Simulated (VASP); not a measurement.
A run of VASP 6.6.1 is set up as follows.

File POSCAR:

```
WS2
1.0
    3.1842228922      0.0000000000      0.0000000000
   -1.5921114461      2.7576179160      0.0000000000
    0.0000000000      0.0000000000     12.9782823600
W S
2 4
Direct
    0.3333333300      0.6666666700      0.2500000000
    0.6666666700      0.3333333300      0.7500000000
    0.3333333300      0.6666666700      0.6298049400
    0.6666666700      0.3333333300      0.1298049400
    0.3333333300      0.6666666700      0.8701950600
    0.6666666700      0.3333333300      0.3701950600
```

Contents of INCAR.step1:

```
PREC = Accurate
ENCUT = 600
ISMEAR = 0
SIGMA = 0.02
LREAL = F
LASPH = T
NELM = 60
GGA = PE
ALGO = Normal
EDIFF = 1E-4
LWAVE = T
LCHARG = F
```

The input INCAR.step2:

```
PREC = Accurate
ENCUT = 600
EDIFF = 1E-7
ISMEAR = 0
SIGMA = 0.02
LREAL = F
LASPH = T
NELM = 60
ALGO = Normal
ISIF = 3
LWAVE = F
LCHARG = F
METAGGA = R2SCAN
LMIXTAU = T
IBRION = 2
NSW = 100
EDIFFG = -0.01
ISTART = 1
```

Contents of KPOINTS:

```
regular mesh
0
Gamma
  12 12 2
```

Potentials or basis: VASP PAW PBE potentials, release 64 (W_sv, S).

Command:

```bash
$ cat potpaw_PBE.64/W_sv/POTCAR potpaw_PBE.64/S/POTCAR > POTCAR
$ cp INCAR.step1 INCAR
$ mpirun -np 1 vasp_std > vasp.out
$ cp INCAR.step2 INCAR
$ mpirun -np 1 vasp_std > vasp.out
```

Question: Predict the relaxed cell.

Answer: a = 3.183 Å, b = 3.183 Å, c = 12.985 Å, α = 90.00°, β = 90.00°, γ = 120.00°.

Question: Predict the relaxed volume.

Answer: 18.99 Å³/atom.

Question: What does it give for the space group after relaxing (to 0.1 Å)?

Answer: P6_3/mmc (No. 194).

Question: Estimate the band gap on the k mesh.

Answer: 1.35 eV (least direct gap 1.87 eV).

Final structure:
```xyz
6
Lattice="3.1831 0.0000 0.0000 -1.5916 2.7567 0.0000 0.0000 0.0000 12.9851" Properties=species:S:1:pos:R:3 pbc="T T T"
W     0.0000    1.8378    3.2463
W     1.5916    0.9189    9.7388
S     0.0000    1.8378    8.1788
S     1.5916    0.9189    1.6863
S     0.0000    1.8378   11.2988
S     1.5916    0.9189    4.8063
```

Caveat: the PAW data sets were made with another functional, which shifts forces and pressure a little; spin-orbit coupling is left out, which moves the levels of the heavy elements. A k mesh can miss the band edges.
